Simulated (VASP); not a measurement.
# Mo in VASP: single point with PBE

Aim: the single point of Mo with PBE.

Everything below comes from runs of VASP 6.6.1. Logs are shortened: lines on timing, memory, paths and dates and some standing lists are left out, and cuts for length are marked.

### 1 The cell of the first run

The typed cell holds 1 atom: a = 2.770 Å, b = 2.770 Å, c = 3.199 Å, α = 54.73°, β = 54.73°, γ = 70.53°.

### 2 Single point, PBE

File INCAR:

```
PREC = Accurate
ENCUT = 520
EDIFF = 1E-6
ISMEAR = 0
SIGMA = 0.15
LREAL = F
LASPH = T
NELM = 100
ALGO = Fast
ISIF = 2
LWAVE = F
LCHARG = T
GGA = PE
LELF = T
LVHAR = T
NBANDS = 13
```

File KPOINTS:

```
regular mesh
0
Gamma
  22 22 22
```

File POSCAR:

```
Mo
1.0
    0.0000000000      2.2618748894      1.5991455468
    2.2618748894      0.0000000000      1.5991455468
    2.2618748894      2.2618748894      0.0000000000
Mo
1
Direct
    0.0000000000      0.0000000000      0.0000000000
```

Potentials or basis: VASP PAW PBE potentials, release 64 (Mo_sv).

Command:

```sh
$ cat potpaw_PBE.64/Mo_sv/POTCAR > POTCAR
$ mpirun -np 1 vasp_std > vasp.out
```

OUTCAR:

```text
PREC = Accurate
   ENCUT = 520
   EDIFF = 1E-6
   ISMEAR = 0
   LREAL = F
   LASPH = T
   NELM = 100
   ISIF = 2
   GGA = PE

 ion  position               nearest neighbor table
   1  0.000  0.000  0.000-

  LATTYP: Found a body centered tetragonal cell.
 ALAT       =     3.1987741450
 C/A-ratio  =     0.9998489886

  Lattice vectors:

 A1 = (   0.0000000000,  -2.2618748894,  -1.5991455468)
 A2 = (   0.0000000000,   2.2618748894,  -1.5991455468)
 A3 = (   2.2618748894,   0.0000000000,   1.5991455468)

Analysis of symmetry for initial positions (statically):
=====================================================================
 Subroutine PRICEL returns:
 Original cell was already a primitive cell.

 Routine SETGRP: Setting up the symmetry group for a
 body centered tetragonal supercell.

 Subroutine GETGRP returns: Found 16 space group operations
 (whereof 16 operations were pure point group operations)
 out of a pool of 16 trial point group operations.

The static configuration has the point symmetry D_4h.

Analysis of symmetry for dynamics (positions and initial velocities):
=====================================================================
 Subroutine PRICEL returns:
 Original cell was already a primitive cell.

 Routine SETGRP: Setting up the symmetry group for a
 body centered tetragonal supercell.

 Subroutine GETGRP returns: Found 16 space group operations
 (whereof 16 operations were pure point group operations)
 out of a pool of 16 trial point group operations.

The dynamic configuration has the point symmetry D_4h.

 Subroutine INISYM returns: Found 16 space group operations
 (whereof 16 operations are pure point group operations),
 and found     1 'primitive' translations

----------------------------------------------------------------------------------------

                                     Primitive cell

  volume of cell :      16.3627

  direct lattice vectors                    reciprocal lattice vectors
     0.000000000  2.261874889  1.599145547    -0.221055551  0.221055551  0.312666975
     2.261874889  0.000000000  1.599145547     0.221055551 -0.221055551  0.312666975
     2.261874889  2.261874889  0.000000000     0.221055551  0.221055551 -0.312666975

  length of vectors
     2.770080233  2.770080233  3.198774145     0.442144490  0.442144490  0.442144490

  position of ions in fractional coordinates (direct lattice)
     0.000000000  0.000000000  0.000000000

  ion indices of the primitive-cell ions
[... 83 lines left out ...]
   TEBEG  =    0.0;   TEEND  =   0.0 temperature during run
   PSTRESS=    0.0 pullay stress
   NELECT =      14.0000    total number of electrons
   NUPDOWN=      -1.0000    fix difference up-down
   EMIN   =  10.00;   EMAX   =-10.00  energy-range for DOS
   EFERMI =   0.00;   METHOD = LEGACY
   ISMEAR =     0;   SIGMA  =   0.15  broadening in eV -4-tet -1-fermi 0-gaus
   EFERMI_NEDOS =   21; number of points for ismear=-14 and -15
   IALGO  =     68    algorithm
   IMIX   =      4    mixing-type and parameters
     AMIX     =   0.40;   BMIX     =  1.00
     AMIX_MAG =   1.60;   BMIX_MAG =  1.00
  volume/ion in A,a.u.               =      16.36       110.42
  Fermi-wavevector in a.u.,A,eV,Ry     =   1.554172  2.936960 32.864208  2.415451
  Thomas-Fermi vector in A             =   2.658297
   LORBIT       =      0    0 simple, 1 ext, 2 COOP (PROOUT), +10 PAW based schemes
   GGA     = PE    functional components
   LHFCALC =     F    Hartree Fock is set to
   AEXX    =    0.0000 exact exchange contribution
   IVDW    =     0    specifies the selected vdW correction
   LEPSILON=     F    determine dielectric tensor
   LRPA    =     F    only Hartree local field effects (RPA)
 non-spin polarized calculation
 RMM-DIIS sequential band-by-band and
 Gauss-broadening in eV      SIGMA  =   0.15
  energy-cutoff  :      520.00
  volume of cell :       16.36
 maximum number of plane-waves:       466
 NGX is ok and might be reduce to    24
   NGX = 11   NGY = 11   NGZ = 11

 number of electron      13.9999999 magnetization

 Free energy of the ion-electron system (eV)
  ---------------------------------------------------
  ext. energy  EPLUGINS =         0.00000000
  ---------------------------------------------------
  free energy    TOTEN  =       -10.92400273 eV

  energy without entropy =      -10.91623327  energy(sigma->0) =      -10.92011800

 E-fermi :  11.8539     XC(G=0): -13.1345

 val. band max:       11.8502743101   @ k =  -0.2727   0.2727   0.0909
 cond. band min:      11.8561497910   @ k =  -0.1818   0.3182   0.1364
 fundamental gap:      0.0058754809
 Fermi energy:        11.8539106074

 k-point     1 :       0.0000    0.0000    0.0000
  band No.  band energies     occupation
      1     -49.4103      2.00000
      2     -22.7743      2.00000
      3     -22.7743      2.00000
      4     -22.7742      2.00000
      5       4.7918      2.00000
      6      10.5901      2.00000
      7      10.5917      2.00000
      8      10.5917      2.00000
      9      13.4491      0.00000
     10      13.4512      0.00000
     11      26.6282      0.00000
     12      26.6282      0.00000
     13      26.6311      0.00000
[... 354 lines left out ...]
  band No.  band energies     occupation
      1     -49.1919      2.00000
      2     -23.9546      2.00000
      3     -23.1651      2.00000
      4     -22.8004      2.00000
      5       6.9172      2.00000
      6       8.7962      2.00000
      7      12.4049      0.00000
      8      13.3503      0.00000
      9      14.6660      0.00000
     10      16.0932      0.00000
     11      23.0671      0.00000
     12      24.1238      0.00000
     13      28.8063      0.00000

 [... further k-points ...]

------------------------ aborting loop because EDIFF is reached ----------------------------------------

  FORCE on cell =-STRESS in cart. coord.  units (eV):
  Direction    XX          YY          ZZ          XY          YZ          ZX
  --------------------------------------------------------------------------------------
  -------------------------------------------------------------------------------------
  Total       -0.8240225     -0.8240225     -0.8198096      0.0000000     -0.0000000      0.0000000
  in kB      -80.6853121    -80.6853121    -80.2728011      0.0000000     -0.0000000      0.0000000
  external PRESSURE =     -80.5478084 kB  Pullay stress =       0.0000000 kB

 VOLUME and BASIS-vectors are now :
 -----------------------------------------------------------------------------
  energy-cutoff  :      520.00
  volume of cell :       16.36
      direct lattice vectors                 reciprocal lattice vectors
     0.000000000  2.261874889  1.599145547    -0.221055551  0.221055551  0.312666975
     2.261874889  0.000000000  1.599145547     0.221055551 -0.221055551  0.312666975
     2.261874889  2.261874889  0.000000000     0.221055551  0.221055551 -0.312666975

 POSITION                                       TOTAL-FORCE (eV/Angst)
 -----------------------------------------------------------------------------------
      0.00000      0.00000      0.00000         0.000000      0.000000      0.000000
 -----------------------------------------------------------------------------------
    total drift:                               -0.000000     -0.000000     -0.000000

  FREE ENERGIE OF THE ION-ELECTRON SYSTEM (eV)
  ---------------------------------------------------
  free  energy   TOTEN  =       -10.9240027303 eV

  energy  without entropy=      -10.9162332673  energy(sigma->0) =      -10.92011800
```

stdout:

```text
POSCAR found type information on POSCAR Mo
 POSCAR found :  1 types and       1 ions
 scaLAPACK will be used
 LDA part: xc-table for (Slater+PW92), standard interpolation
 POSCAR, INCAR and KPOINTS ok, starting setup
 FFT: planning ... GRIDC
 FFT: planning ... GRID_SOFT
 FFT: planning ... GRID
 WAVECAR not read
 entering main loop
```

Run time: 1.8 min. Hardware: 1 thread of AMD EPYC 9R45 (Zen 5), shared host; peak memory 0.25 GiB.

What came out:

| Item | Value |
| --- | --- |
| Free energy | -10.9240 eV |
| Pressure | -8.1 GPa |
| Band gap on the k mesh | zero (band 7 reaches 15.60 eV, above the bottom of band 8 at 10.59 eV) |
